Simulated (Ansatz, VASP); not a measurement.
Two plane-wave programs on Ta4Mo

```
CELL_PARAMETERS angstrom
7.73696 0.00000 0.00000
0.00000 7.73696 0.00000
0.00000 0.00000 2.59305
ATOMIC_POSITIONS crystal
Ta 0.67093 0.00000 0.50000
Ta 0.32907 0.00000 0.50000
Ta 0.00000 0.67093 0.50000
Ta 0.00000 0.32907 0.50000
Mo 0.00000 0.00000 0.50000
```

Alike in both runs: functional PBE; k mesh 6 × 6 × 14; occupations gaussian, width 0.1 eV; no spin polarisation.

Ansatz relaxed the structure, and its values are those at the end. VASP's run is a single point on that final structure, the one shown.

|  | VASP | Ansatz |
| --- | --- | --- |
| version | VASP 6.6.1 | Ansatz 0.2.0 |
| potentials or method | VASP PAW PBE potentials, release 64 (Ta_pv, Mo_sv), cutoff 520 eV | scalar-relativistic, plane waves, PAW |
| valence electrons in the cell | 58 | 66 |

Ansatz gave:

```
gap on the k mesh at the Fermi level (eV) : none
pressure (GPa)                            : 0.0
rms of the force components (eV/Å)        : 0.000
```

What did VASP give for the same quantities?

gap on the k mesh at the Fermi level (eV): none; pressure (GPa): 0.1; rms of the force components (eV/Å): 0.007.

A gap of «none» marks a metal or a gap that the smearing closes. VASP's potentials hold 58 valence electrons a cell and Ansatz's 66, so a difference there can come from the potentials and not from the codes.

Spin-orbit coupling is off throughout.
